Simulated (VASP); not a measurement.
# Ge (I4_1/amd) in VASP: further runs

Ge is run at these levels: PBEsol; tasks: single point.

Everything below comes from runs of VASP 6.6.1. Logs are shortened: lines on timing, memory, paths and dates and some standing lists are left out, and cuts for length are marked.

### Step 1. The cell of the first run

Symmetry: I4_1/amd, No. 141, tetragonal system. The conventional cell has a = 5.226 Å, b = 5.226 Å, c = 2.879 Å, α = 90.00°, β = 90.00°, γ = 90.00°. Ge (site symmetry -4m2) has 10 Ge at 2.71 to 3.39 Å within 3.6 Å.

### Step 2. Single point, PBEsol (strain +0.015 along x and y, +0.030 along z)

Input file INCAR:

```
SYSTEM = Ge
PREC = Accurate
ENCUT = 520
EDIFF = 1E-7
ISMEAR = 0
SIGMA = 0.15
LREAL = .False.
LASPH = .True.
NELM = 80
ALGO = Normal
ISIF = 2
LWAVE = .False.
LCHARG = .False.
GGA = PS
NBANDS = 21
```

Input file KPOINTS:

```
Automatic mesh
0
Gamma
  20 20 20
  0 0 0
```

Input file POSCAR:

```
Ge
1.0
   -2.6131070648      2.6131070648      1.4393350225
    2.6131070648     -2.6131070648      1.4393350225
    2.6131070648      2.6131070648     -1.4393350225
Ge
2
Direct
    0.2500000000      0.7500000000      0.5000000000
    0.5000000000      0.5000000000      0.0000000000
```

Potentials or basis: VASP PAW PBE potentials, release 64 (Ge_d).

On the command line:

```
> cat potpaw_PBE.64/Ge_d/POTCAR > POTCAR
> mpirun -np 1 vasp_std > vasp.out
```

OUTCAR:

```text
SYSTEM = Ge
   PREC = Accurate
   ENCUT = 520
   EDIFF = 1E-7
   ISMEAR = 0
   LREAL = .False.
   LASPH = .True.
   NELM = 80
   ISIF = 2
   GGA = PS

 ion  position               nearest neighbor table
   1  0.250  0.750  0.500-   2 2.71   2 2.71   2 2.71   2 2.71
   2  0.500  0.500  0.000-   1 2.71   1 2.71   1 2.71   1 2.71

  LATTYP: Found a body centered tetragonal cell.
 ALAT       =     5.2262141296
 C/A-ratio  =     0.5508136432

  Lattice vectors:

 A1 = (  -2.6131070648,   2.6131070648,   1.4393350225)
 A2 = (   2.6131070648,  -2.6131070648,   1.4393350225)
 A3 = (   2.6131070648,   2.6131070648,  -1.4393350225)

Analysis of symmetry for initial positions (statically):
=====================================================================
 Subroutine PRICEL returns:
 Original cell was already a primitive cell.

 Routine SETGRP: Setting up the symmetry group for a
 body centered tetragonal supercell.

 Subroutine GETGRP returns: Found 16 space group operations
 (whereof  8 operations were pure point group operations)
 out of a pool of 16 trial point group operations.

The static configuration has the point symmetry D_2d.
 The point group associated with its full space group is D_4h.

Analysis of symmetry for dynamics (positions and initial velocities):
=====================================================================
 Subroutine PRICEL returns:
 Original cell was already a primitive cell.

 Routine SETGRP: Setting up the symmetry group for a
 body centered tetragonal supercell.

 Subroutine GETGRP returns: Found 16 space group operations
 (whereof  8 operations were pure point group operations)
 out of a pool of 16 trial point group operations.

The dynamic configuration has the point symmetry D_2d.
 The point group associated with its full space group is D_4h.

 Subroutine INISYM returns: Found 16 space group operations
 (whereof  8 operations are pure point group operations),
 and found     1 'primitive' translations

----------------------------------------------------------------------------------------

                                     Primitive cell

  volume of cell :      39.3130

  direct lattice vectors                    reciprocal lattice vectors
    -2.613107065  2.613107065  1.439335022     0.000000000  0.191343098  0.347382640
     2.613107065 -2.613107065  1.439335022     0.191343098  0.000000000  0.347382640
[... 83 lines left out ...]
   ENCUT  =  520.0 eV  38.22 Ry    6.18 a.u.   7.37  7.37  7.37*2*pi/ulx,y,z
   NELM   =     80;   NELMIN=  2; NELMDL= -5     # of ELM steps
   EDIFF  = 0.1E-06   stopping-criterion for ELM
   LREAL  =      F    real-space projection
   EDIFFG = 0.1E-05   stopping-criterion for IOM
   NSW    =      0    number of steps for IOM
   IBRION =     -1    ionic relax: 0-MD 1-quasi-New 2-CG
   NFREE  =      0    steps in history (QN), initial steepest desc. (CG)
   ISIF   =      2    stress and relaxation
   ISYM   =      2    0-nonsym 1-usesym 2-fastsym
   POTIM  = 0.5000    time-step for ionic-motion
   TEBEG  =    0.0;   TEEND  =   0.0 temperature during run
   PSTRESS=    0.0 pullay stress
   NELECT =      28.0000    total number of electrons
   NUPDOWN=      -1.0000    fix difference up-down
   EMIN   =  10.00;   EMAX   =-10.00  energy-range for DOS
   EFERMI =   0.00;   METHOD = LEGACY
   ISMEAR =     0;   SIGMA  =   0.15  broadening in eV -4-tet -1-fermi 0-gaus
   EFERMI_NEDOS =   21; number of points for ismear=-14 and -15
   IALGO  =     38    algorithm
   IMIX   =      4    mixing-type and parameters
     AMIX     =   0.40;   BMIX     =  1.00
     AMIX_MAG =   1.60;   BMIX_MAG =  1.00
  volume/ion in A,a.u.               =      19.66       132.65
  Fermi-wavevector in a.u.,A,eV,Ry     =   1.462005  2.762788 29.081875  2.137457
  Thomas-Fermi vector in A             =   2.578269
   LORBIT       =      0    0 simple, 1 ext, 2 COOP (PROOUT), +10 PAW based schemes
   GGA     = PS    functional components
   LHFCALC =     F    Hartree Fock is set to
   AEXX    =    0.0000 exact exchange contribution
   IVDW    =     0    specifies the selected vdW correction
   LEPSILON=     F    determine dielectric tensor
   LRPA    =     F    only Hartree local field effects (RPA)
 non-spin polarized calculation
 Gauss-broadening in eV      SIGMA  =   0.15
  energy-cutoff  :      520.00
  volume of cell :       39.31
 maximum number of plane-waves:      1085
 NGX is ok and might be reduce to    30
   NGX = 15   NGY = 15   NGZ = 15

 number of electron      28.0000005 magnetization

 Free energy of the ion-electron system (eV)
  ---------------------------------------------------
  ext. energy  EPLUGINS =         0.00000000
  ---------------------------------------------------
  free energy    TOTEN  =        -9.50273427 eV

  energy without entropy =       -9.49398458  energy(sigma->0) =       -9.49835942

 E-fermi :   5.9967     XC(G=0): -11.1724

 val. band max:        5.9844656247   @ k =  -0.4000   0.1500  -0.0000
 cond. band min:       5.9982524612   @ k =   0.5000   0.3500   0.0500
 fundamental gap:      0.0137868365
 Fermi energy:         5.9966957033

 k-point     1 :       0.0000    0.0000    0.0000
  band No.  band energies     occupation
      1     -18.6051      2.00000
      2     -18.5621      2.00000
      3     -18.5376      2.00000
      4     -18.5329      2.00000
      5     -18.4532      2.00000
      6     -18.4532      2.00000
[... 565 lines left out ...]
     20      14.5976      0.00000
     21      16.8618      0.00000

 [... further k-points ...]

------------------------ aborting loop because EDIFF is reached ----------------------------------------

  FORCE on cell =-STRESS in cart. coord.  units (eV):
  Direction    XX          YY          ZZ          XY          YZ          ZX
  --------------------------------------------------------------------------------------
  -------------------------------------------------------------------------------------
  Total       -1.1772278     -1.1772278     -1.1165354      0.0000000      0.0000000      0.0000000
  in kB      -47.9771884    -47.9771884    -45.5037078      0.0000000      0.0000000      0.0000000
  external PRESSURE =     -47.1526949 kB  Pullay stress =       0.0000000 kB

 VOLUME and BASIS-vectors are now :
 -----------------------------------------------------------------------------
  energy-cutoff  :      520.00
  volume of cell :       39.31
      direct lattice vectors                 reciprocal lattice vectors
    -2.613107065  2.613107065  1.439335022     0.000000000  0.191343098  0.347382640
     2.613107065 -2.613107065  1.439335022     0.191343098  0.000000000  0.347382640
     2.613107065  2.613107065 -1.439335022     0.191343098  0.191343098  0.000000000

 POSITION                                       TOTAL-FORCE (eV/Angst)
 -----------------------------------------------------------------------------------
      2.61311     -0.00000      0.71967        -0.000000     -0.000000      0.000000
      0.00000      0.00000      1.43934         0.000000      0.000000     -0.000000
 -----------------------------------------------------------------------------------
    total drift:                                0.000000     -0.000000      0.000000

  FREE ENERGIE OF THE ION-ELECTRON SYSTEM (eV)
  ---------------------------------------------------
  free  energy   TOTEN  =        -9.5027342712 eV

  energy  without entropy=       -9.4939845754  energy(sigma->0) =       -9.49835942
```

OSZICAR:

```text
N       E                     dE             d eps       ncg     rms          rms(c)
DAV:   1     0.177123830043E+03    0.17712E+03   -0.14211E+04 30526   0.376E+03
DAV:   2     0.149931866962E+02   -0.16213E+03   -0.15727E+03 27050   0.594E+02
DAV:   3    -0.884337853892E+01   -0.23837E+02   -0.23650E+02 30719   0.134E+02
DAV:   4    -0.953152476946E+01   -0.68815E+00   -0.68768E+00 30148   0.265E+01
DAV:   5    -0.954202542297E+01   -0.10501E-01   -0.10500E-01 30491   0.363E+00    0.197E+00
DAV:   6    -0.951331208350E+01    0.28713E-01   -0.33011E-02 36766   0.311E+00    0.107E+00
DAV:   7    -0.950319667925E+01    0.10115E-01   -0.17527E-02 36540   0.199E+00    0.134E-01
DAV:   8    -0.950272988540E+01    0.46679E-03   -0.23472E-03 32071   0.866E-01    0.414E-02
DAV:   9    -0.950273394476E+01   -0.40594E-05   -0.54898E-05 31751   0.932E-02    0.104E-02
DAV:  10    -0.950273434415E+01   -0.39939E-06   -0.33948E-06 34960   0.235E-02    0.190E-03
DAV:  11    -0.950273427116E+01    0.72991E-07   -0.10117E-07 20908   0.494E-03
   1 F= -.95027343E+01 E0= -.94983594E+01  d E =-.874970E-02
```

Wall time 7.5 min (1 thread of Intel Xeon Platinum 8259CL at 2.50GHz (Skylake/Cascade Lake), shared host); peak memory 0.5 GiB.

Results:

```
Free energy            : -9.5027 eV
Pressure               : -4.7 GPa
Band gap on the k mesh : zero (band 14 reaches 7.74 eV, above the bottom of band 15 at 2.83 eV)
```

Levels at points of the mesh, in eV from the Fermi level:
```
           k point  band 11  band 12  band 13  band 14  band 15  band 16  band 17  band 18
(0.00, 0.00, 0.00)   -12.80    -4.07    -2.09    -2.09     3.45     7.34     7.34     7.47
(0.50, 0.00, 0.00)    -7.99    -6.21    -2.65    -1.79    -1.29     2.54     3.40     5.26
(0.50, 0.50, 0.00)   -10.16   -10.16     0.73     0.73     1.92     1.92     6.92     6.92
(0.50, 0.50, 0.50)    -8.60    -8.60    -5.51    -5.51     5.62     5.62    10.54    10.54
```

Caveat: the cell differs from its parent crystal (strain +0.015 along x and y, +0.030 along z); the PAW data sets were made with another functional, which shifts forces and pressure a little.

### Step 3. Single point, PBEsol (strain +0.030 along x and y, +0.015 along z)

Input file INCAR:

```
PREC = Accurate
ENCUT = 520
EDIFF = 1E-6
ISMEAR = 0
SIGMA = 0.15
LREAL = False
LASPH = True
NELM = 60
ALGO = Normal
ISIF = 2
LWAVE = False
LCHARG = True
GGA = PS
LELF = True
LVHAR = True
NBANDS = 21
```

Input file KPOINTS:

```
Automatic mesh
0
Gamma
  20 20 20
```

Input file POSCAR:

```
Ge
1.0
   -2.6517244106      2.6517244106      1.4183738328
    2.6517244106     -2.6517244106      1.4183738328
    2.6517244106      2.6517244106     -1.4183738328
Ge
2
Direct
    0.2500000000      0.7500000000      0.5000000000
    0.5000000000      0.5000000000      0.0000000000
```

Potentials or basis: VASP PAW PBE potentials, release 64 (Ge_d).

On the command line:

```
> cat potpaw_PBE.64/Ge_d/POTCAR > POTCAR
> mpirun -np 1 vasp_std > vasp.out
```

Wall time 7 min (1 thread of Intel Xeon Platinum 8259CL at 2.50GHz (Skylake/Cascade Lake), shared host); peak memory 0.51 GiB.

The run converged. Its results:

- Free energy: -9.4805 eV
- Pressure: -5.5 GPa
- Band gap on the k mesh: zero (band 14 reaches 7.45 eV, above the bottom of band 15 at 2.78 eV)

Stress tensor (GPa, compression positive):
```
-6.00  0.00  0.00
 0.00 -6.00  0.00
 0.00  0.00 -4.44
```

Levels at points of the mesh, in eV from the Fermi level:
| k point | band 11 | band 12 | band 13 | band 14 | band 15 | band 16 | band 17 | band 18 |
| --- | --- | --- | --- | --- | --- | --- | --- | --- |
| (0.00, 0.00, 0.00) | -12.67 | -4.45 | -2.16 | -2.16 | 3.37 | 7.01 | 7.01 | 7.87 |
| (0.50, 0.00, 0.00) | -7.74 | -6.03 | -2.70 | -1.86 | -1.10 | 2.62 | 3.33 | 5.12 |
| (0.50, 0.50, 0.00) | -10.13 | -10.13 | 0.59 | 0.59 | 1.62 | 1.62 | 7.37 | 7.37 |
| (0.50, 0.50, 0.50) | -8.70 | -8.70 | -5.44 | -5.44 | 6.18 | 6.18 | 10.01 | 10.01 |

Caveat: the cell differs from its parent crystal (strain +0.030 along x and y, +0.015 along z); the PAW data sets were made with another functional, which shifts forces and pressure a little.

### Step 4. Single point, PBEsol (strain +0.030 along x and y, +0.030 along z)

Input file INCAR:

```
ALGO = Normal
EDIFF = 1E-6
ENCUT = 520
GGA = PS
ISIF = 2
ISMEAR = 0
LASPH = T
LCHARG = F
LREAL = F
LWAVE = F
NBANDS = 21
NELM = 100
PREC = Accurate
SIGMA = 0.15
```

Input file KPOINTS:

```
k-points
0
Gamma
  20 20 20
```

Input file POSCAR:

```
Ge
1.0
   -2.6517244106      2.6517244106      1.4393350225
    2.6517244106     -2.6517244106      1.4393350225
    2.6517244106      2.6517244106     -1.4393350225
Ge
2
Direct
    0.2500000000      0.7500000000      0.5000000000
    0.5000000000      0.5000000000      0.0000000000
```

On the command line:

```
> cat potpaw_PBE.64/Ge_d/POTCAR > POTCAR
> mpirun -np 1 vasp_std > vasp.out
```

Run time: 6.5 min. Hardware: 1 thread of Intel Xeon Platinum 8259CL at 2.50GHz (Skylake/Cascade Lake), shared host; peak memory 0.51 GiB.

It converged, with:

```
Free energy            : -9.4621 eV
Pressure               : -6.3 GPa
Band gap on the k mesh : zero (band 14 reaches 7.30 eV, above the bottom of band 15 at 2.67 eV)
```

Stress tensor (GPa, compression positive):
```
-6.52  0.00  0.00
 0.00 -6.52  0.00
 0.00  0.00 -5.71
```

Levels at points of the mesh, in eV from the Fermi level:
| k point | band 11 | band 12 | band 13 | band 14 | band 15 | band 16 | band 17 | band 18 |
| --- | --- | --- | --- | --- | --- | --- | --- | --- |
| (0.00, 0.00, 0.00) | -12.55 | -4.33 | -2.06 | -2.06 | 3.45 | 7.04 | 7.04 | 7.50 |
| (0.50, 0.00, 0.00) | -7.82 | -6.05 | -2.69 | -1.77 | -1.15 | 2.60 | 3.30 | 5.07 |
| (0.50, 0.50, 0.00) | -10.02 | -10.02 | 0.67 | 0.67 | 1.72 | 1.72 | 7.01 | 7.01 |
| (0.50, 0.50, 0.50) | -8.59 | -8.59 | -5.33 | -5.33 | 5.81 | 5.81 | 10.04 | 10.04 |

Caveat: the cell differs from its parent crystal (strain +0.030 along x and y, +0.030 along z); the PAW data sets were made with another functional, which shifts forces and pressure a little.

### Step 5. The runs side by side

| cell | gap on the mesh (eV) | pressure (GPa) |
| --- | --- | --- |
| a = 3.966 Å, angles 97.6, 97.6, 137.4°, 2 atoms | none | -4.7 |
| a = 4.009 Å, angles 97.2, 97.2, 138.6°, 2 atoms | none | -5.5 |
| a = 4.017 Å, angles 97.4, 97.4, 138.0°, 2 atoms | none | -6.3 |

Alike in all rows: task single point; level PBEsol; potentials or basis VASP PAW PBE potentials, release 64 (Ge_d); no spin polarisation; k mesh 20 × 20 × 20; cutoff (eV) 520; smearing gaussian 0.15 eV.

Caveats: the PAW data sets were made with another functional, which shifts forces and pressure a little.

Absolute energies hang on the potentials; compare differences alone.
